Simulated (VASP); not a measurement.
# Ni (P3_121) in VASP: relaxation of cell and atoms with PBE

Aim: the relaxation of cell and atoms of Ni with PBE.

Program: VASP 6.6.1. These are calculated values, not measurements. Logs are shortened: lines on timing, memory, paths and dates and some standing lists are left out, and cuts for length are marked.

## Step 1: The cell of the first run

It takes space group P3_121 (No. 152, trigonal). Conventional cell: a = 3.208 Å, b = 3.208 Å, c = 3.639 Å, α = 90.00°, β = 90.00°, γ = 120.00°. Within 2.3 Å of Ni (site symmetry 2) lie 2 Ni at 1.74 Å.

## Step 2: Relaxation of cell and atoms, PBE, collinear spin, ferromagnetic start

File INCAR:

```
  PREC = Accurate
  ENCUT = 600
  EDIFF = 1E-6
  ISMEAR = 0
  SIGMA = 0.1
  LREAL = F
  LASPH = T
  NELM = 150
  ALGO = Normal
  ISIF = 3
  LWAVE = F
  LCHARG = F
  ISPIN = 2
  MAGMOM = 0.29 0.29 0.29
  LORBIT = 11
  LMAXMIX = 4
  GGA = PE
  IBRION = 2
  NSW = 90
  EDIFFG = -0.04
```

File KPOINTS:

```
regular mesh
0
Gamma
  6 6 6
```

File POSCAR:

```
Ni
1.0
    3.2077354665      0.0000000000      0.0000000000
   -1.6038677333      2.7779804027      0.0000000000
    0.0000000000      0.0000000000      3.6392832653
Ni
3
Direct
    0.2254000000      0.0000000000      0.3333333333
    0.0000000000      0.2254000000      0.6666666667
    0.7746000000      0.7746000000      0.0000000000
```

Potentials or basis: VASP PAW PBE potentials, release 64 (Ni).

Started as:

```sh
$ cat potpaw_PBE.64/Ni/POTCAR > POTCAR
$ mpirun -np 1 vasp_std > vasp.out
```

OUTCAR:

```text
PREC = Accurate
   ENCUT = 600
   EDIFF = 1E-6
   ISMEAR = 0
   LREAL = F
   LASPH = T
   NELM = 150
   ISIF = 3
   ISPIN = 2
   LORBIT = 11
   GGA = PE
   IBRION = 2
   NSW = 90
   EDIFFG = -0.04

 ion  position               nearest neighbor table
   1  0.225  0.000  0.333-   3 1.74   2 1.74   3 2.52   3 2.52   2 2.52   2 2.52   2 2.73   3 2.73

   2  0.000  0.225  0.667-   3 1.74   1 1.74   3 2.52   3 2.52   1 2.52   1 2.52   1 2.73   3 2.73

   3  0.775  0.775  0.000-   1 1.74   2 1.74   2 2.52   1 2.52   2 2.52   1 2.52   1 2.73   2 2.73

  LATTYP: Found a hexagonal cell.
 ALAT       =     3.2077354665
 C/A-ratio  =     1.1345334749

  Lattice vectors:

 A1 = (   3.2077354665,   0.0000000000,   0.0000000000)
 A2 = (  -1.6038677333,   2.7779804027,   0.0000000000)
 A3 = (   0.0000000000,   0.0000000000,   3.6392832653)

Analysis of symmetry for initial positions (statically):
=====================================================================
 Subroutine PRICEL returns:
 Original cell was already a primitive cell.

 Routine SETGRP: Setting up the symmetry group for a
 hexagonal supercell.

 Subroutine GETGRP returns: Found  6 space group operations
 (whereof  2 operations were pure point group operations)
 out of a pool of 24 trial point group operations.

The static configuration has the point symmetry C_2 .
 The point group associated with its full space group is D_3 .

Analysis of symmetry for dynamics (positions and initial velocities):
=====================================================================
 Subroutine PRICEL returns:
 Original cell was already a primitive cell.

 Routine SETGRP: Setting up the symmetry group for a
 hexagonal supercell.

 Subroutine GETGRP returns: Found  6 space group operations
 (whereof  2 operations were pure point group operations)
 out of a pool of 24 trial point group operations.

The dynamic configuration has the point symmetry C_2 .
 The point group associated with its full space group is D_3 .

Analysis of structural, dynamic, and magnetic symmetry:
=====================================================================
 Subroutine PRICEL returns:
 Original cell was already a primitive cell.

 Routine SETGRP: Setting up the symmetry group for a
 hexagonal supercell.

 Subroutine GETGRP returns: Found  6 space group operations
 (whereof  2 operations were pure point group operations)
 out of a pool of 24 trial point group operations.

The overall configuration has the point symmetry C_2 .
 The point group associated with its full space group is D_3 .

 Subroutine INISYM returns: Found  6 space group operations
 (whereof  2 operations are pure point group operations),
 and found     1 'primitive' translations

----------------------------------------------------------------------------------------

                                     Primitive cell

  volume of cell :      32.4297

  direct lattice vectors                    reciprocal lattice vectors
     3.207735466  0.000000000  0.000000000     0.311746405  0.179986871  0.000000000
    -1.603867733  2.777980403  0.000000000     0.000000000  0.359973742  0.000000000
     0.000000000  0.000000000  3.639283265     0.000000000  0.000000000  0.274779380

  length of vectors
     3.207735466  3.207735467  3.639283265     0.359973742  0.359973742  0.274779380

  position of ions in fractional coordinates (direct lattice)
     0.225400000  0.000000000  0.333333333
     0.000000000  0.225400000  0.666666667
     0.774600000  0.774600000  0.000000000

  ion indices of the primitive-cell ions
   primitive index   ion index
                 1           1
                 2           2
                 3           3

----------------------------------------------------------------------------------------

 KPOINTS: regular mesh

Automatic generation of k-mesh.
 Grid dimensions read from file:
 generate k-points for:    6    6    6
[... 23 lines left out ...]
  0.333333  0.000000  0.000000      6.000000
  0.500000  0.000000  0.000000      3.000000
  0.166667  0.166667  0.000000      6.000000
  0.333333  0.166667  0.000000     12.000000
[... 16 lines left out ...]
  0.500000  0.000000  0.333333      6.000000
  0.166667  0.166667  0.333333     12.000000
 [... further k-points ...]
   k-points           NKPTS =     34   k-points in BZ     NKDIM =     34   number of bands    NBANDS=     19
   number of dos      NEDOS =    301   number of ions     NIONS =      3
   total plane-waves  NPLWV =  23520
   dimension x,y,z NGX =    28 NGY =   28 NGZ =   30
   dimension x,y,z NGXF=    56 NGYF=   56 NGZF=   60
   ions per type =               3
   NGX,Y,Z   is equivalent  to a cutoff of  14.51, 14.51, 13.70 a.u.
   NGXF,Y,Z  is equivalent  to a cutoff of  29.02, 29.02, 27.41 a.u.
 SYSTEM =  unknown system
   PREC   = accura    normal or accurate (medium, high low for compatibility)
   ISTART =      0    job   : 0-new  1-cont  2-samecut
   ICHARG =      2    charge: 1-file 2-atom 10-const
   ISPIN  =      2    spin polarized calculation?
   LNONCOLLINEAR =      F non collinear calculations
   LSORBIT =      F    spin-orbit coupling
   LASPH  =      T    aspherical Exc in radial PAW
   ENCUT  =  600.0 eV  44.10 Ry    6.64 a.u.   6.41  6.41  7.27*2*pi/ulx,y,z
   NELM   =    150;   NELMIN=  2; NELMDL= -5     # of ELM steps
   EDIFF  = 0.1E-05   stopping-criterion for ELM
   LREAL  =      F    real-space projection
   EDIFFG = -.4E-01   stopping-criterion for IOM
   NSW    =     90    number of steps for IOM
   IBRION =      2    ionic relax: 0-MD 1-quasi-New 2-CG
   NFREE  =      1    steps in history (QN), initial steepest desc. (CG)
   ISIF   =      3    stress and relaxation
   ISYM   =      2    0-nonsym 1-usesym 2-fastsym
   POTIM  = 0.5000    time-step for ionic-motion
   TEBEG  =    0.0;   TEEND  =   0.0 temperature during run
   PSTRESS=    0.0 pullay stress
   NELECT =      30.0000    total number of electrons
   NUPDOWN=      -1.0000    fix difference up-down
   EMIN   =  10.00;   EMAX   =-10.00  energy-range for DOS
   EFERMI =   0.00;   METHOD = LEGACY
   ISMEAR =     0;   SIGMA  =   0.10  broadening in eV -4-tet -1-fermi 0-gaus
   EFERMI_NEDOS =   21; number of points for ismear=-14 and -15
   IALGO  =     38    algorithm
   IMIX   =      4    mixing-type and parameters
     AMIX     =   0.40;   BMIX     =  1.00
     AMIX_MAG =   1.60;   BMIX_MAG =  1.00
  volume/ion in A,a.u.               =      10.81        72.95
  Fermi-wavevector in a.u.,A,eV,Ry     =   1.595147  3.014391 34.619944  2.544494
  Thomas-Fermi vector in A             =   2.693111
   LORBIT       =     11    0 simple, 1 ext, 2 COOP (PROOUT), +10 PAW based schemes
   GGA     = PE    functional components
   LHFCALC =     F    Hartree Fock is set to
   AEXX    =    0.0000 exact exchange contribution
   IVDW    =     0    specifies the selected vdW correction
   LEPSILON=     F    determine dielectric tensor
   LRPA    =     F    only Hartree local field effects (RPA)
 conjugate gradient relaxation of ions
 spin polarized calculation
 Gauss-broadening in eV      SIGMA  =   0.10
  energy-cutoff  :      600.00
  volume of cell :       32.43
 maximum number of plane-waves:      1107
 NGX is ok and might be reduce to    28
   NGX = 13   NGY = 13   NGZ = 15

--------------------------------------- Ionic step        1  -------------------------------------------

 number of electron      30.0000014 magnetization       1.6961207

 Free energy of the ion-electron system (eV)
  ---------------------------------------------------
  ext. energy  EPLUGINS =         0.00000000
  ---------------------------------------------------
  free energy    TOTEN  =        -8.14175950 eV

  energy without entropy =       -8.11816123  energy(sigma->0) =       -8.12996036

------------------------ aborting loop because EDIFF is reached ----------------------------------------

  FORCE on cell =-STRESS in cart. coord.  units (eV):
  Direction    XX          YY          ZZ          XY          YZ          ZX
  --------------------------------------------------------------------------------------
  -------------------------------------------------------------------------------------
  Total       14.0900977     14.0900977     30.4320549     -0.0000000     -0.0000000      0.0000000
  in kB      696.1150147    696.1150148   1503.4821518     -0.0000000     -0.0000000      0.0000000
  external PRESSURE =     965.2373938 kB  Pullay stress =       0.0000000 kB
[... 92 lines left out ...]
  FREE ENERGIE OF THE ION-ELECTRON SYSTEM (eV)
  ---------------------------------------------------
  free  energy   TOTEN  =       -11.4146904774 eV

  energy  without entropy=      -11.3598897726  energy(sigma->0) =      -11.38729013

 E-fermi :   2.8759     XC(G=0):  -9.8220

 val. band max:        2.8732961787   @ k =   0.0000   0.1667   0.1667
 cond. band min:       2.8860679868   @ k =   0.3333   0.0000   0.3333
 fundamental gap:      0.0127718081
 Fermi energy:         2.8758584154

 spin component 1

 k-point     1 :       0.0000    0.0000    0.0000
  band No.  band energies     occupation
      1      -2.6132      1.00000
      2       0.4990      1.00000
      3       0.4990      1.00000
      4       0.6328      1.00000
      5       0.6328      1.00000
      6       1.0875      1.00000
[... 1049 lines left out ...]
     18       7.0978      0.00000
     19       7.7113      0.00000

 [... further k-points ...]

[... ionic steps 4 to 10 ...]

--------------------------------------- Ionic step       11  -------------------------------------------

 number of electron      30.0000000 magnetization       1.7072924

------------------------ aborting loop because EDIFF is reached ----------------------------------------
[... 69 lines left out ...]
--------------------------------------- Ionic step       13  -------------------------------------------

 number of electron      29.9999984 magnetization       1.7487592

 Free energy of the ion-electron system (eV)
  ---------------------------------------------------
  ext. energy  EPLUGINS =         0.00000000
  ---------------------------------------------------
  free energy    TOTEN  =       -14.35343752 eV

  energy without entropy =      -14.32971867  energy(sigma->0) =      -14.34157810

 E-fermi :   7.4813     XC(G=0): -12.3079

 val. band max:        7.4803271844   @ k =   0.0000   0.0000   0.3333
 cond. band min:       7.4876950538   @ k =  -0.1667   0.5000   0.3333
 fundamental gap:      0.0073678694
 Fermi energy:         7.4812771646

 spin component 1

 k-point     1 :       0.0000    0.0000    0.0000
  band No.  band energies     occupation
      1      -0.5252      1.00000
      2       3.8578      1.00000
      3       3.8578      1.00000
      4       4.1249      1.00000
      5       4.1249      1.00000
      6       4.9625      1.00000
[... 1081 lines left out ...]
  FREE ENERGIE OF THE ION-ELECTRON SYSTEM (eV)
  ---------------------------------------------------
  free  energy   TOTEN  =       -14.3534375249 eV

  energy  without entropy=      -14.3297186723  energy(sigma->0) =      -14.34157810

 reached required accuracy - stopping structural energy minimisation

 total charge

# of ion       s       p       d       tot
------------------------------------------
    1        0.507   0.386   8.355   9.248
    2        0.507   0.386   8.355   9.248
    3        0.507   0.386   8.355   9.248
--------------------------------------------------
tot          1.522   1.158  25.066  27.745

 magnetization (x)

# of ion       s       p       d       tot
------------------------------------------
    1       -0.001  -0.003   0.593   0.589
    2       -0.001  -0.003   0.593   0.589
    3       -0.001  -0.003   0.593   0.589
--------------------------------------------------
tot         -0.004  -0.009   1.780   1.768
```

Run time: 6.6 min. Hardware: 1 thread of Intel Xeon 6975P-C (Granite Rapids), shared host; peak memory 0.2 GiB.

What came out:

```yaml
Free_energy: -14.3534 eV
Relaxed_volume: 12.61 Å³/atom
Relaxed_cell: a = 3.299 Å, b = 3.299 Å, c = 4.013 Å, α = 90.00°, β = 90.00°, γ = 120.00°
Space_group_after_relaxing_to_0.1_Å: Pm-3m (No. 221)
Energy_gained_by_relaxing: 2070.6 meV/atom
Ionic_steps: 13
Pressure_after_relaxing: 0.2 GPa
Largest_force_after_relaxing: 0.009 eV/Å
Net_moment: 1.75 μB per cell
Site_moments: Ni +0.59 μB
Valence_electrons_inside_the_program's_atomic_spheres: Ni 9.25
```

Forces on the atoms (eV/Å):
```
Ni  -0.009  0.000  0.000
Ni   0.004 -0.008  0.000
Ni   0.004  0.008  0.000
```

Stress tensor (GPa, compression positive):
```
0.27 0.00 0.00
0.00 0.27 0.00
0.00 0.00 0.10
```

Step by step:
```
step  energy change (eV)  largest force (eV/Å)  pressure (GPa)  volume (Å³)
   1              0.0000               14.2329           96.52        32.43
   2             -2.6018                0.1893          -17.53        72.67
   3             -3.2729                0.1977          -18.93        66.44
   4             -3.8496                0.1796          -19.87        61.40
   5             -5.7522                0.0520          -16.04        45.48
   6             -5.8776                1.8064            2.29        38.61
   7             -5.9972                0.5018          -10.12        42.04
   8             -6.0149                0.8730           -6.49        40.70
   9             -6.0165                0.8032           -7.12        40.92
  10             -6.1621                0.5904           -0.10        38.11
  11             -6.1732                0.4891            3.31        37.16
  12             -6.2082                0.1247            1.08        37.61
  13             -6.2117                0.0088            0.21        37.83
```

Final structure:
```
Ni
1.0
     3.29896    0.00000    0.00000
    -1.64948    2.85698    0.00000
     0.00000    0.00000    4.01349
Ni
3
Direct
  0.33372 0.00000 0.33333
  0.00000 0.33372 0.66667
  0.66628 0.66628 0.00000
```

Levels at points of the mesh, in eV from the Fermi level:
Spin up:
```csv
k point,band 14,band 15,band 16,band 17,band 18,band 19
"(0.00, 0.00, 0.00)",-0.43,-0.42,-0.42,3.31,3.31,11.75
"(0.50, 0.00, 0.00)",-0.91,-0.35,-0.35,0.33,5.10,5.23
"(0.00, 0.00, 0.50)",-0.84,-0.84,0.38,0.38,11.65,11.65
"(0.50, 0.00, 0.50)",-0.98,-0.98,-0.33,1.10,1.11,3.54
```
Spin down:
```
           k point  band 12  band 13  band 14  band 15  band 16  band 17
(0.00, 0.00, 0.00)    -0.32    -0.32     0.28     0.28     0.28     3.52
(0.50, 0.00, 0.00)    -0.57    -0.25    -0.24     0.17     0.17     0.96
(0.00, 0.00, 0.50)    -0.28    -0.28    -0.19    -0.19     1.01     1.01
(0.50, 0.00, 0.50)    -0.79    -0.79    -0.38    -0.38     0.37     1.41
```

Caveat: the k points lie up to 0.37 Å⁻¹ apart in the final cell; the volume moved by over 15 % at a fixed basis, so the end points are rough.
